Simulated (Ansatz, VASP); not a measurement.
# Two plane-wave programs on Os

File POSCAR:

```
Os
1.0
    2.7967075693      0.0000000000      0.0000000000
   -1.3983537847      2.4220198020      0.0000000000
    0.0000000000      0.0000000000      8.9751593571
Os
4
Direct
    1.0000000000      0.0000000000      0.0000000000
    1.0000000000      0.0000000000      0.5000000000
    0.3333333333      0.6666666667      0.2500000000
    0.6666666667      0.3333333333      0.7500000000
```

INCAR.step1

```
SYSTEM = Os
  PREC = Accurate
  ENCUT = 520
  ISMEAR = -1
  SIGMA = 0.1
  LREAL = .FALSE.
  LASPH = .TRUE.
  NELM = 100
  NBANDS = 24
  GGA = PE
  ALGO = Normal
  EDIFF = 1E-4
  LWAVE = .TRUE.
  LCHARG = .FALSE.
```

The input INCAR.step2:

```
SYSTEM = Os
  PREC = Accurate
  ENCUT = 520
  EDIFF = 1E-7
  ISMEAR = -1
  SIGMA = 0.1
  LREAL = .FALSE.
  LASPH = .TRUE.
  NELM = 100
  ALGO = Normal
  ISIF = 2
  LWAVE = .FALSE.
  LCHARG = .FALSE.
  METAGGA = R2SCAN
  LMIXTAU = .TRUE.
  NBANDS = 24
  ISTART = 1
```

KPOINTS

```
regular mesh
0
G
  15 15 4
  0 0 0
```

Input for Ansatz:

```yaml
crystal:
  lattice:
    - [2.7967075693, 0.0, 0.0]
    - [-1.3983537847, 2.422019802, 0.0]
    - [0.0, 0.0, 8.9751593571]
  atoms:
    - { symbol: Os, position: [1.0, 0.0, 0.0] }
    - { symbol: Os, position: [1.0, 0.0, 0.5] }
    - { symbol: Os, position: [0.3333333333, 0.6666666667, 0.25] }
    - { symbol: Os, position: [0.6666666667, 0.3333333333, 0.75] }
hamiltonian:
  xc: r2scan
  pseudopotentials:
    kind: paw
    azcp:
      Os: "pseudopotentials/Os.paw.azcp"
basis:
  ecutwfc: 500
  fft_grid_basis: typed
kpoints:
  mp_grid: { grid: [15, 15, 4], shift: [0, 0, 0] }
magnetization:
  spin_polarized: false
scf:
  occupations: { method: fermi_dirac, width: 0.1 }
  lower_state_search: "off"
output:
  stress: true
```

Alike in both runs: task single point; functional r2SCAN; k mesh 15 × 15 × 4; occupations fermi-dirac, width 0.1 eV; no spin polarisation.

|  | VASP | Ansatz |
| --- | --- | --- |
| version | VASP 6.6.1 | Ansatz 0.2.0 |
| potentials or method | VASP PAW PBE potentials, release 64 (Os), cutoff 520 eV | plane waves (500 eV) with PAW, scalar-relativistic |
| valence electrons in the cell | 32 | 64 |

```tsv
	VASP	Ansatz	Ansatz less VASP
pressure (GPa)	-26.8	-27.1	-0.30
traceless stress, the component that is largest in VASP (GPa)	0.23	0.21	-0.018
```

VASP's potentials were made for PBE, not for r2SCAN. VASP's potentials hold 32 valence electrons a cell and Ansatz's 64, so a difference there can come from the potentials and not from the codes.

Spin-orbit coupling is off throughout.
